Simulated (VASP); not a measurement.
# Pt (P6_3/mmc) in VASP: notebook

Pt is run at these levels: r2SCAN; tasks: single point.

All numbers are computed with VASP 6.6.1; they aren't measurements. Logs are shortened: lines on timing, memory, paths and dates and some standing lists are left out, and cuts for length are marked.

## Step 1: The cell of the first run

It takes space group P6_3/mmc (No. 194, hexagonal). Conventional cell: a = 2.761 Å, b = 2.761 Å, c = 4.792 Å, α = 90.00°, β = 90.00°, γ = 120.00°. Pt (site symmetry -6m2) has 12 Pt at 2.76 to 2.88 Å within 3.6 Å.

## Step 2: Single point, r2SCAN

POSCAR reads:

```
Pt
1.0
    2.7606656200      0.0000000000      0.0000000000
   -1.3803328100      2.3908065500      0.0000000000
    0.0000000000      0.0000000000      4.7921340000
Pt
2
Direct
    0.6666666689      0.3333333305      0.7500000000
    0.3333333311      0.6666666695      0.2500000000
```

INCAR.step1 reads:

```
PREC     = Accurate       # precision mode
ENCUT    = 550            # plane-wave cutoff, eV
ISMEAR   = -1             # smearing method
SIGMA    = 0.1            # smearing width, eV
LREAL    = False          # projectors in reciprocal space
LASPH    = True           # aspherical terms in the spheres
NELM     = 120            # most SCF steps
NBANDS   = 25             # bands
GGA      = PE             # functional
ALGO     = Normal         # electronic algorithm
EDIFF    = 1E-5           # SCF threshold, eV
LWAVE    = True           # write WAVECAR
LCHARG   = False          # write CHGCAR
GGA_COMPAT= False
```

INCAR.step2 reads:

```
PREC     = Accurate       # precision mode
ENCUT    = 550            # plane-wave cutoff, eV
EDIFF    = 1E-6           # SCF threshold, eV
ISMEAR   = -1             # smearing method
SIGMA    = 0.1            # smearing width, eV
LREAL    = False          # projectors in reciprocal space
LASPH    = True           # aspherical terms in the spheres
NELM     = 120            # most SCF steps
ALGO     = Normal         # electronic algorithm
ISIF     = 2              # what is computed and relaxed
LWAVE    = False          # write WAVECAR
LCHARG   = False          # write CHGCAR
METAGGA  = R2SCAN         # meta-GGA
LMIXTAU  = True         
NBANDS   = 25             # bands
ISTART   = 1            
GGA_COMPAT= False
```

KPOINTS reads:

```
regular mesh
0
Gamma
  9 9 5
```

Potentials or basis: VASP PAW PBE potentials, release 64 (Pt_sv_GW).

The run is started by

```bash
> cat potpaw_PBE.64/Pt_sv_GW/POTCAR > POTCAR
> cp INCAR.step1 INCAR
> mpirun -np 1 vasp_std > vasp.out
> cp INCAR.step2 INCAR
> mpirun -np 1 vasp_std > vasp.out
```

OUTCAR:

```text
PREC = Accurate
   ENCUT = 550
   EDIFF = 1E-6
   ISMEAR = -1
   LREAL = False
   LASPH = True
   NELM = 120
   ISIF = 2
   METAGGA = R2SCAN
   ISTART = 1

 ion  position               nearest neighbor table
   1  0.667  0.333  0.750-   2 2.88   2 2.88   2 2.88   2 2.88   2 2.88   2 2.88
   2  0.333  0.667  0.250-   1 2.88   1 2.88   1 2.88   1 2.88   1 2.88   1 2.88

  LATTYP: Found a hexagonal cell.
 ALAT       =     2.7606656200
 C/A-ratio  =     1.7358618028

  Lattice vectors:

 A1 = (   2.7606656200,   0.0000000000,   0.0000000000)
 A2 = (  -1.3803328100,   2.3908065500,   0.0000000000)
 A3 = (   0.0000000000,   0.0000000000,   4.7921340000)

Analysis of symmetry for initial positions (statically):
=====================================================================
 Subroutine PRICEL returns:
 Original cell was already a primitive cell.

 Routine SETGRP: Setting up the symmetry group for a
 hexagonal supercell.

 Subroutine GETGRP returns: Found 24 space group operations
 (whereof 12 operations were pure point group operations)
 out of a pool of 24 trial point group operations.

The static configuration has the point symmetry D_3d.
 The point group associated with its full space group is D_6h.

Analysis of symmetry for dynamics (positions and initial velocities):
=====================================================================
 Subroutine PRICEL returns:
 Original cell was already a primitive cell.

 Routine SETGRP: Setting up the symmetry group for a
 hexagonal supercell.

 Subroutine GETGRP returns: Found 24 space group operations
 (whereof 12 operations were pure point group operations)
 out of a pool of 24 trial point group operations.

The dynamic configuration has the point symmetry D_3d.
 The point group associated with its full space group is D_6h.

 Subroutine INISYM returns: Found 24 space group operations
 (whereof 12 operations are pure point group operations),
 and found     1 'primitive' translations

----------------------------------------------------------------------------------------

                                     Primitive cell

  volume of cell :      31.6291

  direct lattice vectors                    reciprocal lattice vectors
     2.760665620  0.000000000  0.000000000     0.362231482  0.209134445  0.000000000
    -1.380332810  2.390806550  0.000000000     0.000000000  0.418268889  0.000000000
     0.000000000  0.000000000  4.792134000     0.000000000  0.000000000  0.208675300

  length of vectors
     2.760665620  2.760665613  4.792134000     0.418268888  0.418268889  0.208675300

  position of ions in fractional coordinates (direct lattice)
     0.666666669  0.333333330  0.750000000
     0.333333331  0.666666670  0.250000000

  ion indices of the primitive-cell ions
   primitive index   ion index
                 1           1
                 2           2

----------------------------------------------------------------------------------------

 KPOINTS: regular mesh

Automatic generation of k-mesh.
 Grid dimensions read from file:
 generate k-points for:    9    9    5

 Generating k-lattice:

  Cartesian coordinates                     Fractional coordinates (reciprocal lattice)
     0.040247942  0.023237161  0.000000000     0.111111111  0.000000000  0.000000000
     0.000000000  0.046474321  0.000000000     0.000000000  0.111111111  0.000000000
     0.000000000  0.000000000  0.041735060     0.000000000  0.000000000  0.200000000

  Length of vectors
     0.046474321  0.046474321  0.041735060

  Shift w.r.t. Gamma in fractional coordinates (k-lattice)
     0.000000000  0.000000000  0.000000000

 Subroutine IBZKPT returns following result:
 ===========================================

 Found     36 irreducible k-points:

 Following reciprocal coordinates:
            Coordinates               Weight
  0.000000  0.000000  0.000000      1.000000
  0.111111 -0.000000  0.000000      6.000000
  0.222222  0.000000  0.000000      6.000000
  0.333333  0.000000  0.000000      6.000000
  0.444444  0.000000  0.000000      6.000000
  0.111111  0.111111  0.000000      6.000000
[... 16 lines left out ...]
  0.333333  0.222222  0.200000     24.000000
  0.333333  0.333333  0.200000      4.000000
 [... further k-points ...]
   k-points           NKPTS =     36   k-points in BZ     NKDIM =     36   number of bands    NBANDS=     25
   number of dos      NEDOS =    301   number of ions     NIONS =      2
   total plane-waves  NPLWV =  23040
   dimension x,y,z NGX =    24 NGY =   24 NGZ =   40
   dimension x,y,z NGXF=    48 NGYF=   48 NGZF=   80
   ions per type =               2
   NGX,Y,Z   is equivalent  to a cutoff of  14.45, 14.45, 13.88 a.u.
   NGXF,Y,Z  is equivalent  to a cutoff of  28.91, 28.91, 27.75 a.u.
 SYSTEM =  unknown system
   PREC   = accura    normal or accurate (medium, high low for compatibility)
   ISTART =      1    job   : 0-new  1-cont  2-samecut
   ICHARG =      0    charge: 1-file 2-atom 10-const
   ISPIN  =      1    spin polarized calculation?
   LNONCOLLINEAR =      F non collinear calculations
   LSORBIT =      F    spin-orbit coupling
   LASPH  =      T    aspherical Exc in radial PAW
   ENCUT  =  550.0 eV  40.42 Ry    6.36 a.u.   5.28  5.28  9.16*2*pi/ulx,y,z
   NELM   =    120;   NELMIN=  2; NELMDL=  0     # of ELM steps
   EDIFF  = 0.1E-05   stopping-criterion for ELM
   LREAL  =      F    real-space projection
   EDIFFG = 0.1E-04   stopping-criterion for IOM
   NSW    =      0    number of steps for IOM
   IBRION =     -1    ionic relax: 0-MD 1-quasi-New 2-CG
   NFREE  =      0    steps in history (QN), initial steepest desc. (CG)
   ISIF   =      2    stress and relaxation
   ISYM   =      2    0-nonsym 1-usesym 2-fastsym
   POTIM  = 0.5000    time-step for ionic-motion
   TEBEG  =    0.0;   TEEND  =   0.0 temperature during run
   PSTRESS=    0.0 pullay stress
   NELECT =      36.0000    total number of electrons
   NUPDOWN=      -1.0000    fix difference up-down
   EMIN   =  10.00;   EMAX   =-10.00  energy-range for DOS
   EFERMI =   0.00;   METHOD = LEGACY
   ISMEAR =    -1;   SIGMA  =   0.10  broadening in eV -4-tet -1-fermi 0-gaus
   EFERMI_NEDOS =   21; number of points for ismear=-14 and -15
   IALGO  =     38    algorithm
   IMIX   =      4    mixing-type and parameters
     AMIX     =   0.40;   BMIX     =  1.00
     AMIX_MAG =   1.60;   BMIX_MAG =  1.00
  volume/ion in A,a.u.               =      15.81       106.72
  Fermi-wavevector in a.u.,A,eV,Ry     =   1.709280  3.230071 39.751310  2.921639
  Thomas-Fermi vector in A             =   2.787793
   LORBIT       =      0    0 simple, 1 ext, 2 COOP (PROOUT), +10 PAW based schemes
   METAGGA = R2SCAN    functional components
   LHFCALC =     F    Hartree Fock is set to
   AEXX    =    0.0000 exact exchange contribution
   IVDW    =     0    specifies the selected vdW correction
   LEPSILON=     F    determine dielectric tensor
   LRPA    =     F    only Hartree local field effects (RPA)
 non-spin polarized calculation
  energy-cutoff  :      550.00
  volume of cell :       31.63
 maximum number of plane-waves:       942
 NGX is ok and might be reduce to    24
   NGX = 11   NGY = 11   NGZ = 19

 number of electron      35.9999999 magnetization

 Free energy of the ion-electron system (eV)
  ---------------------------------------------------
  ext. energy  EPLUGINS =         0.00000000
  ---------------------------------------------------
  free energy    TOTEN  =      -102.76970895 eV

  energy without entropy =     -102.67427217  energy(sigma->0) =     -102.72199056

 E-fermi :   9.6215     XC(G=0): -14.9009

 val. band max:        9.5745864808   @ k =   0.4444   0.1111   0.0000
 cond. band min:       9.6900506691   @ k =   0.3333   0.1111   0.2000
 fundamental gap:      0.1154641882
 Fermi energy:         9.6214764715

 k-point     1 :       0.0000    0.0000    0.0000
  band No.  band energies     occupation
      1     -90.8322      2.00000
      2     -90.8104      2.00000
      3     -44.5320      2.00000
      4     -44.2956      2.00000
      5     -44.2956      2.00000
      6     -44.2526      2.00000
[... 17 lines left out ...]
     24      27.7187      0.00000
     25      31.5884      0.00000

 k-point     2 :       0.1111   -0.0000    0.0000
  band No.  band energies     occupation
      1     -90.8293      2.00000
      2     -90.8088      2.00000
      3     -44.5170      2.00000
      4     -44.3444      2.00000
      5     -44.3100      2.00000
      6     -44.3025      2.00000
[... 17 lines left out ...]
     24      28.0450      0.00000
     25      29.7993      0.00000

 k-point     3 :       0.2222    0.0000    0.0000
  band No.  band energies     occupation
      1     -90.8202      2.00000
      2     -90.8025      2.00000
      3     -44.4755      2.00000
      4     -44.4644      2.00000
      5     -44.4242      2.00000
      6     -44.3445      2.00000
[... 17 lines left out ...]
     24      27.0818      0.00000
     25      28.7930      0.00000

 k-point     4 :       0.3333    0.0000    0.0000
  band No.  band energies     occupation
      1     -90.8081      2.00000
      2     -90.7960      2.00000
      3     -44.6009      2.00000
      4     -44.5585      2.00000
      5     -44.4197      2.00000
      6     -44.3826      2.00000
[... 17 lines left out ...]
     24      25.2745      0.00000
     25      25.7278      0.00000

 k-point     5 :       0.4444    0.0000    0.0000
  band No.  band energies     occupation
      1     -90.8001      2.00000
      2     -90.7923      2.00000
      3     -44.6897      2.00000
      4     -44.6448      2.00000
      5     -44.4073      2.00000
      6     -44.3714      2.00000
[... 17 lines left out ...]
     24      22.5479      0.00000
     25      23.9458      0.00000

 k-point     6 :       0.1111    0.1111    0.0000
  band No.  band energies     occupation
      1     -90.8234      2.00000
      2     -90.8040      2.00000
      3     -44.4884      2.00000
      4     -44.4188      2.00000
      5     -44.3942      2.00000
      6     -44.3287      2.00000
[... 17 lines left out ...]
     24      27.8465      0.00000
     25      28.3488      0.00000
[... 393 lines left out ...]
 k-point    21 :       0.4444    0.1111    0.2000
  band No.  band energies     occupation
      1     -90.7973      2.00000
      2     -90.7923      2.00000
      3     -44.6896      2.00000
      4     -44.6525      2.00000
      5     -44.4349      2.00000
      6     -44.3798      2.00000
[... 17 lines left out ...]
     24      23.1352      0.00000
     25      24.4134      0.00000

 k-point    22 :       0.2222    0.2222    0.2000
  band No.  band energies     occupation
      1     -90.8024      2.00000
      2     -90.7945      2.00000
      3     -44.5979      2.00000
      4     -44.5961      2.00000
      5     -44.4365      2.00000
      6     -44.4046      2.00000
[... 17 lines left out ...]
     24      24.4758      0.00000
     25      25.1874      0.00000

 k-point    23 :       0.3333    0.2222    0.2000
  band No.  band energies     occupation
      1     -90.7955      2.00000
      2     -90.7916      2.00000
      3     -44.6410      2.00000
      4     -44.6118      2.00000
      5     -44.4961      2.00000
      6     -44.4509      2.00000
[... 17 lines left out ...]
     24      23.0519      0.00000
     25      24.3382      0.00000

 k-point    24 :       0.3333    0.3333    0.2000
  band No.  band energies     occupation
      1     -90.7920      2.00000
      2     -90.7920      2.00000
      3     -44.5952      2.00000
      4     -44.5709      2.00000
      5     -44.5709      2.00000
      6     -44.5232      2.00000
[... 17 lines left out ...]
     24      21.1638      0.00000
     25      25.3497      0.00000

 [... further k-points ...]
[... 5 lines left out ...]
  --------------------------------------------------------------------------------------
  -------------------------------------------------------------------------------------
  Total       -1.7423514     -1.7423514     -1.4988011      0.0000000      0.0000000      0.0000000
  in kB      -88.2590255    -88.2590248    -75.9219581      0.0000000      0.0000000      0.0000000
  external PRESSURE =     -84.1466695 kB  Pullay stress =       0.0000000 kB

 VOLUME and BASIS-vectors are now :
 -----------------------------------------------------------------------------
  energy-cutoff  :      550.00
  volume of cell :       31.63
      direct lattice vectors                 reciprocal lattice vectors
     2.760665620  0.000000000  0.000000000     0.362231482  0.209134445  0.000000000
    -1.380332810  2.390806550  0.000000000     0.000000000  0.418268889  0.000000000
     0.000000000  0.000000000  4.792134000     0.000000000  0.000000000  0.208675300

 POSITION                                       TOTAL-FORCE (eV/Angst)
 -----------------------------------------------------------------------------------
      1.38033      0.79694      3.59410         0.000000     -0.000000      0.000000
     -0.00000      1.59387      1.19803        -0.000000      0.000000      0.000000
 -----------------------------------------------------------------------------------
    total drift:                               -0.000045      0.000024     -0.000013

  FREE ENERGIE OF THE ION-ELECTRON SYSTEM (eV)
  ---------------------------------------------------
  free  energy   TOTEN  =      -102.7697089468 eV

  energy  without entropy=     -102.6742721700  energy(sigma->0) =     -102.72199056
```

It took 49 s on 1 thread of Intel Xeon 6975P-C (Granite Rapids), shared host; peak memory 0.18 GiB.

Results:

```yaml
Free_energy: -102.7697 eV
Pressure: -8.4 GPa
Band_gap_on_the_k_mesh: zero (band 18 reaches 9.98 eV, above the bottom of band 19 at 8.87 eV)
```

Stress tensor (GPa, compression positive):
```
-8.83  0.00  0.00
 0.00 -8.83  0.00
 0.00  0.00 -7.59
```

Levels at points of the mesh, in eV from the Fermi level:
```
           k point  band 15  band 16  band 17  band 18  band 19  band 20  band 21  band 22
(0.00, 0.00, 0.00)    -3.16    -1.92    -1.92    -0.50    -0.30    -0.30     4.92    15.97
```

Caveat: the PAW data sets were made with another functional, which shifts forces and pressure a little; spin-orbit coupling is left out, which moves the levels of the heavy elements.

## Step 3: Single point, r2SCAN

POSCAR is that of step 2.

INCAR.step1 reads:

```
SYSTEM = Pt
ALGO = Normal
EDIFF = 1E-5
ENCUT = 550
GGA = PE
GGA_COMPAT = .FALSE.
ISMEAR = -1
LASPH = .TRUE.
LCHARG = .FALSE.
LREAL = .FALSE.
LWAVE = .TRUE.
NBANDS = 25
NELM = 120
PREC = Accurate
SIGMA = 0.1
```

INCAR.step2 reads:

```
SYSTEM = Pt
ALGO = Normal
EDIFF = 1E-6
ENCUT = 550
GGA_COMPAT = .FALSE.
ISIF = 2
ISMEAR = -1
ISTART = 1
LASPH = .TRUE.
LCHARG = .FALSE.
LMIXTAU = .TRUE.
LREAL = .FALSE.
LWAVE = .FALSE.
METAGGA = R2SCAN
NBANDS = 25
NELM = 120
PREC = Accurate
SIGMA = 0.1
```

KPOINTS reads:

```
k-points
0
G
  7 7 4
  0 0 0
```

Potentials or basis: VASP PAW PBE potentials, release 64 (Pt_sv_GW).

The run is started by

```bash
> cat potpaw_PBE.64/Pt_sv_GW/POTCAR > POTCAR
> cp INCAR.step1 INCAR
> mpirun -np 1 vasp_std > vasp.out
> cp INCAR.step2 INCAR
> mpirun -np 1 vasp_std > vasp.out
```

Run time: 72 s. Hardware: 1 thread of AMD EPYC 7R13 (Zen 3), shared host; peak memory 0.15 GiB.

Results (log left out):

* Free energy: -102.7165 eV
* Pressure: -7.8 GPa
* Band gap on the k mesh: zero (band 18 reaches 9.87 eV, above the bottom of band 19 at 8.75 eV)

Stress tensor (GPa, compression positive):
```
-9.40  0.00  0.00
 0.00 -9.40  0.00
 0.00  0.00 -4.66
```

Levels at points of the mesh, in eV from the Fermi level:
```
           k point  band 16  band 17  band 18  band 19  band 20  band 21
(0.00, 0.00, 0.00)    -1.93    -1.93    -0.50    -0.30    -0.30     4.92
(0.00, 0.00, 0.50)    -3.57    -0.89    -0.89    -0.89    -0.89    12.54
```

Caveat: the k points lie up to 0.38 Å⁻¹ apart; the PAW data sets were made with another functional, which shifts forces and pressure a little; spin-orbit coupling is left out, which moves the levels of the heavy elements.
